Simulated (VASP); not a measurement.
A run of VASP 6.6.1 is set up as follows.

File INCAR:

```
SYSTEM = SiO2
PREC = Accurate
ENCUT = 520
EDIFF = 1E-6
ISMEAR = 0
SIGMA = 0.05
LREAL = .False.
LASPH = .True.
NELM = 100
ALGO = Normal
ISIF = 2
LWAVE = .False.
LCHARG = .True.
GGA = CA
LELF = .True.
LVHAR = .True.
NBANDS = 25
```

File KPOINTS:

```
Automatic mesh
0
Gamma
  8 8 8
  0 0 0
```

POSCAR

```
SiO2
1.0
   -2.5995798899      2.5995798899      3.2695269358
    2.5995798899     -2.5995798899      3.2695269358
    2.5995798899      2.5995798899     -3.2695269358
Si O
2 4
Direct
    0.0000000000      0.0000000000      0.0000000000
    0.7500000000      0.2500000000      0.5000000000
    0.9742769968      0.6250000000      0.8492769968
    0.3750000000      0.2242769968      0.3492769968
    0.7757230032      0.1250000000      0.1507230032
    0.8750000000      0.0257230032      0.6507230032
```

Potentials or basis: VASP PAW LDA potentials, release 64 (Si, O).

Launch:

```sh
$ cat potpaw_LDA.64/Si/POTCAR potpaw_LDA.64/O/POTCAR > POTCAR
$ mpirun -np 1 vasp_std > vasp.out
```

(1) Estimate the largest force.

(2) What does it give for the band gap on the k mesh?

(3) Predict the pressure.

## Answers

(1) 0.216 eV/Å.

(2) 5.59 eV.

(3) -1.9 GPa.

Caveat: the stress differs along the axes, from -4 to 3 GPa.
